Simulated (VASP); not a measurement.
# BiClO (P4/nmm) in VASP: further runs, part 2 of 2

VASP 6.6.1. The steps go on from the part before.

### Step 3. Relaxation of cell and atoms, LDA

This run uses another cell than the first one, of 18.49 Å³/atom.

File INCAR:

```
SYSTEM = BiClO
  PREC = Accurate
  ENCUT = 600
  EDIFF = 1E-7
  ISMEAR = 0
  SIGMA = 0.02
  LREAL = .False.
  LASPH = .True.
  NELM = 100
  ALGO = Normal
  ISIF = 3
  LWAVE = .False.
  LCHARG = .False.
  IBRION = 2
  NSW = 100
  EDIFFG = -0.002
```

File KPOINTS:

```
Automatic mesh
0
Gamma
  6 6 4
  0 0 0
```

File POSCAR:

```
BiClO
1.0
    3.8855100000      0.0000000000      0.0000000000
    0.0000000000      3.8855100000      0.0000000000
    0.0000000000      0.0000000000      7.3489000000
Bi Cl O
2 2 2
Direct
    0.5000000000      0.0000000000      0.3290400000
    0.0000000000      0.5000000000      0.6709600000
    0.0000000000      0.5000000000      0.1472000000
    0.5000000000      0.0000000000      0.8528000000
    0.0000000000      0.0000000000      0.5000000000
    0.5000000000      0.5000000000      0.5000000000
```

Potentials or basis: VASP PAW LDA potentials, release 64 (Bi_d, Cl, O).

Command:

```bash
> cat potpaw_LDA.64/Bi_d/POTCAR potpaw_LDA.64/Cl/POTCAR potpaw_LDA.64/O/POTCAR > POTCAR
> mpirun -np 1 vasp_std > vasp.out
```

OUTCAR:

```text
SYSTEM = BiClO
   PREC = Accurate
   ENCUT = 600
   EDIFF = 1E-7
   ISMEAR = 0
   LREAL = .False.
   LASPH = .True.
   NELM = 100
   ISIF = 3
   IBRION = 2
   NSW = 100
   EDIFFG = -0.002

 ion  position               nearest neighbor table
   1  0.500  0.000  0.329-   5 2.31   6 2.31   6 2.31   5 2.31   3 3.06   3 3.06   3 3.06   3 3.06
                             2 3.72   2 3.72   2 3.72   2 3.72
   2  0.000  0.500  0.671-   5 2.31   6 2.31   5 2.31   6 2.31   4 3.06   4 3.06   4 3.06   4 3.06
                             1 3.72   1 3.72   1 3.72   1 3.72
   3  0.000  0.500  0.147-   1 3.06   1 3.06   1 3.06   1 3.06
   4  0.500  0.000  0.853-   2 3.06   2 3.06   2 3.06   2 3.06
   5  0.000  0.000  0.500-   1 2.31   2 2.31   2 2.31   1 2.31
   6  0.500  0.500  0.500-   1 2.31   2 2.31   1 2.31   2 2.31

  LATTYP: Found a simple tetragonal cell.
 ALAT       =     3.8855100000
 C/A-ratio  =     1.8913604649

[... 400 lines left out ...]
  free energy    TOTEN  =       -33.06309835 eV

  energy without entropy =      -33.06309835  energy(sigma->0) =      -33.06309835

 E-fermi :   5.2213     XC(G=0): -10.9838

 val. band max:        5.1008192403   @ k =   0.3333   0.0000   0.5000
 cond. band min:       7.6742568062   @ k =   0.0000   0.0000   0.5000
 fundamental gap:      2.5734375659
 Fermi energy:         5.2212756777

 k-point     1 :       0.0000    0.0000    0.0000
  band No.  band energies     occupation
      1     -16.7296      2.00000
      2     -16.5082      2.00000
      3     -16.5078      2.00000
      4     -16.5078      2.00000
      5     -16.4902      2.00000
      6     -16.4509      2.00000
[... 853 lines left out ...]
     32      10.3576      0.00000
     33      10.7398      0.00000

 [... further k-points ...]

------------------------ aborting loop because EDIFF is reached ----------------------------------------

  FORCE on cell =-STRESS in cart. coord.  units (eV):
  Direction    XX          YY          ZZ          XY          YZ          ZX
  --------------------------------------------------------------------------------------
  -------------------------------------------------------------------------------------
  Total        0.0065816      0.0065816      0.0085824      0.0000000     -0.0000000      0.0000000
  in kB        0.0991985      0.0991985      0.1293550      0.0000000     -0.0000000      0.0000000
  external PRESSURE =       0.1092506 kB  Pullay stress =       0.0000000 kB
[... 21 lines left out ...]
  FREE ENERGIE OF THE ION-ELECTRON SYSTEM (eV)
  ---------------------------------------------------
  free  energy   TOTEN  =       -33.0630983472 eV

  energy  without entropy=      -33.0630983472  energy(sigma->0) =      -33.06309835

 reached required accuracy - stopping structural energy minimisation
```

OSZICAR:

```text
N       E                     dE             d eps       ncg     rms          rms(c)
DAV:   1     0.723311178990E+03    0.72331E+03   -0.31052E+04  1980   0.216E+03
DAV:   2     0.776965642893E+02   -0.64561E+03   -0.63337E+03  2068   0.571E+02
DAV:   3    -0.315987599666E+02   -0.10930E+03   -0.10706E+03  2433   0.221E+02
[... 166 lines left out ...]
DAV:   1    -0.330631037165E+02   -0.61412E-05   -0.81132E-04  2487   0.196E-01    0.164E-02
DAV:   2    -0.330631005933E+02    0.31232E-05   -0.33736E-05  2537   0.492E-02    0.866E-03
DAV:   3    -0.330630984767E+02    0.21166E-05   -0.53365E-06  2763   0.258E-02    0.282E-03
DAV:   4    -0.330630983614E+02    0.11527E-06   -0.11617E-06  2508   0.829E-03    0.143E-03
DAV:   5    -0.330630983472E+02    0.14260E-07   -0.11001E-07  1120   0.255E-03
  20 F= -.33063098E+02 E0= -.33063098E+02  d E =-.830682E-06
```

CONTCAR:

```text
BiClO
   1.00000000000000
     3.8536864094793577    0.0000000000000000    0.0000000000000000
     0.0000000000000000    3.8536864094793577   -0.0000000000000000
     0.0000000000000000   -0.0000000000000000    7.1578461282175221
  Bi              Cl              O
     2     2     2
Direct
     0.5000000000000000    0.0000000000000000    0.3246301728506648
     0.0000000000000000    0.5000000000000000    0.6753698271493352
     0.0000000000000000    0.5000000000000000    0.1443980291082574
     0.5000000000000000    0.0000000000000000    0.8556019708917423
     0.0000000000000000    0.0000000000000000    0.5000000000000000
     0.5000000000000000    0.5000000000000000    0.5000000000000000

  0.00000000E+00  0.00000000E+00  0.00000000E+00
  0.00000000E+00  0.00000000E+00  0.00000000E+00
  0.00000000E+00  0.00000000E+00  0.00000000E+00
  0.00000000E+00  0.00000000E+00  0.00000000E+00
  0.00000000E+00  0.00000000E+00  0.00000000E+00
  0.00000000E+00  0.00000000E+00  0.00000000E+00
```

Run time: 9.9 min. Hardware: 1 thread of Intel Xeon 6975P-C (Granite Rapids), shared host; peak memory 0.28 GiB.

Results:

```
Free energy                           : -33.0631 eV
Relaxed volume                        : 17.72 Å³/atom
Relaxed cell                          : a = 3.854 Å, b = 3.854 Å, c = 7.158 Å, α = 90.00°, β = 90.00°, γ = 90.00°
Space group after relaxing (to 0.1 Å) : P4/nmm (No. 129)
Energy gained by relaxing             : 6.5 meV/atom
Ionic steps                           : 20
Pressure after relaxing               : 0.0 GPa
Band gap on the k mesh                : 2.57 eV (least direct gap 2.88 eV)
```

Step by step:
| step | energy change (eV) | largest force (eV/Å) | pressure (GPa) | volume (Å³) |
| --- | --- | --- | --- | --- |
| 1 | 0.0000 | 0.1165 | -2.90 | 110.95 |
| 2 | -0.0100 | 0.5979 | 2.50 | 105.67 |
| 3 | -0.0282 | 0.3107 | -0.03 | 107.97 |
| 4 | -0.0339 | 0.0923 | -0.04 | 107.48 |
| 5 | -0.0345 | 0.0482 | -0.04 | 107.26 |
| 6 | -0.0358 | 0.0516 | -0.04 | 107.11 |
| 7 | -0.0378 | 0.0597 | 0.02 | 106.65 |
| 8 | -0.0379 | 0.0614 | 0.02 | 106.55 |
| 9 | -0.0384 | 0.0378 | -0.08 | 106.54 |
| 10 | -0.0387 | 0.0296 | -0.22 | 106.54 |
| 11 | -0.0389 | 0.0079 | 0.03 | 106.28 |
| 12 | -0.0389 | 0.0038 | 0.01 | 106.30 |
| 13 | -0.0389 | 0.0025 | 0.00 | 106.31 |
| 14 | -0.0389 | 0.0005 | -0.01 | 106.31 |
| 15 | -0.0389 | 0.0063 | -0.01 | 106.31 |
| 16 | -0.0389 | 0.0042 | -0.01 | 106.31 |
| 17 | -0.0389 | 0.0032 | -0.01 | 106.31 |
| 18 | -0.0389 | 0.0046 | -0.01 | 106.31 |
| 19 | -0.0389 | 0.0050 | -0.01 | 106.31 |
| 20 | -0.0389 | 0.0007 | 0.01 | 106.30 |

Final structure:
```
Bi Cl O
1.0
     3.85369    0.00000    0.00000
     0.00000    3.85369    0.00000
     0.00000    0.00000    7.15785
Bi Cl O
2 2 2
Direct
  0.50000 0.00000 0.32463
  0.00000 0.50000 0.67537
  0.00000 0.50000 0.14440
  0.50000 0.00000 0.85560
  0.00000 0.00000 0.50000
  0.50000 0.50000 0.50000
```

Caveat: spin-orbit coupling is left out, which moves the levels of the heavy elements. LDA usually gives volumes a few per cent too small.

### Step 4. Single point, LDA

This run uses another cell than the first one, of 18.49 Å³/atom.

File INCAR:

```
SYSTEM = BiClO
ALGO     = Normal         ! electronic algorithm
EDIFF    = 1E-6           ! SCF threshold, eV
ENCUT    = 520            ! plane-wave cutoff, eV
GGA      = CA             ! functional
ISIF     = 2              ! what is computed and relaxed
ISMEAR   = 0              ! smearing method
LASPH    = .TRUE.         ! aspherical terms in the spheres
LCHARG   = .TRUE.         ! write CHGCAR
LELF     = .TRUE.         ! ELF
LREAL    = .FALSE.        ! projectors in reciprocal space
LVHAR    = .TRUE.       
LWAVE    = .FALSE.        ! write WAVECAR
NBANDS   = 37             ! bands
NELM     = 100            ! most SCF steps
PREC     = Accurate       ! precision mode
SIGMA    = 0.1            ! smearing width, eV
```

File KPOINTS:

```
k-points
0
G
  6 6 4
  0 0 0
```

POSCAR is that of step 3.

Command:

```bash
> cat potpaw_LDA.64/Bi_d/POTCAR potpaw_LDA.64/Cl/POTCAR potpaw_LDA.64/O/POTCAR > POTCAR
> mpirun -np 1 vasp_std > vasp.out
```

Wall time 62 s (1 thread of Intel Xeon 6975P-C (Granite Rapids), shared host); peak memory 0.24 GiB.

It converged, with:

```yaml
Free_energy: -33.0193 eV
Pressure: -2.9 GPa
Largest_force: 0.116 eV/Å
Band_gap_on_the_k_mesh: 2.53 eV (least direct gap 2.85 eV)
```

Forces in eV/Å, atoms in the order of the input:
```
Bi   0.000  0.000  0.023
Bi   0.000  0.000 -0.023
Cl   0.000  0.000  0.116
Cl   0.000  0.000 -0.116
O    0.000  0.000  0.000
O    0.000  0.000  0.000
```

Stress tensor (GPa, compression positive):
```
-3.02  0.00  0.00
 0.00 -3.02  0.00
 0.00  0.00 -2.57
```

Levels at points of the mesh, in eV from the valence-band top:
| k point | band 24 | band 25 | band 26 | band 27 | band 28 | band 29 | band 30 | band 31 | band 32 | band 33 |
| --- | --- | --- | --- | --- | --- | --- | --- | --- | --- | --- |
| (0.00, 0.00, 0.00) | -1.40 | -1.01 | -1.01 | -0.95 | -0.75 | 3.03 | 3.71 | 5.27 | 5.27 | 7.15 |
| (0.50, 0.00, 0.00) | -0.97 | -0.87 | -0.87 | -0.04 | -0.04 | 4.54 | 4.54 | 5.16 | 5.16 | 5.81 |
| (0.50, 0.50, 0.00) | -0.89 | -0.66 | -0.66 | -0.64 | -0.64 | 4.06 | 4.06 | 5.77 | 5.77 | 6.70 |
| (0.00, 0.00, 0.50) | -1.27 | -0.72 | -0.72 | -0.36 | -0.32 | 2.53 | 2.87 | 5.28 | 5.28 | 7.04 |
| (0.50, 0.00, 0.50) | -1.00 | -0.66 | -0.66 | -0.03 | -0.03 | 4.34 | 4.34 | 5.25 | 5.25 | 5.53 |
| (0.50, 0.50, 0.50) | -1.78 | -1.36 | -1.36 | -0.64 | -0.64 | 4.48 | 4.48 | 6.00 | 6.00 | 6.54 |

Caveat: spin-orbit coupling is left out, which moves the levels of the heavy elements. A k mesh can miss the band edges.

### Step 5. Overview

| task | cell | cutoff (eV) | smearing | gap on the mesh (eV) | pressure (GPa) | largest force (eV/Å) |
| --- | --- | --- | --- | --- | --- | --- |
| single point | a = 3.851, b = 3.851, c = 7.170 Å, 6 atoms, atomic positions A | 520 | gaussian 0.02 eV | 2.57 | 0.3 | 0.08 |
| relaxation of cell and atoms | relaxed from a = 3.886, b = 3.886, c = 7.349 Å, 6 atoms, atomic positions B | 600 | gaussian 0.02 eV | 2.57 | 0.0 | - |
| single point | a = 3.886, b = 3.886, c = 7.349 Å, 6 atoms, atomic positions B | 520 | gaussian 0.1 eV | 2.53 | -2.9 | 0.12 |

Alike in all rows: level LDA; potentials or basis VASP PAW LDA potentials, release 64 (Bi_d, Cl, O); no spin polarisation; k mesh 6 × 6 × 4.

Caveats: spin-orbit coupling is left out, which moves the levels of the heavy elements.

Absolute energies hang on the potentials; compare differences alone.
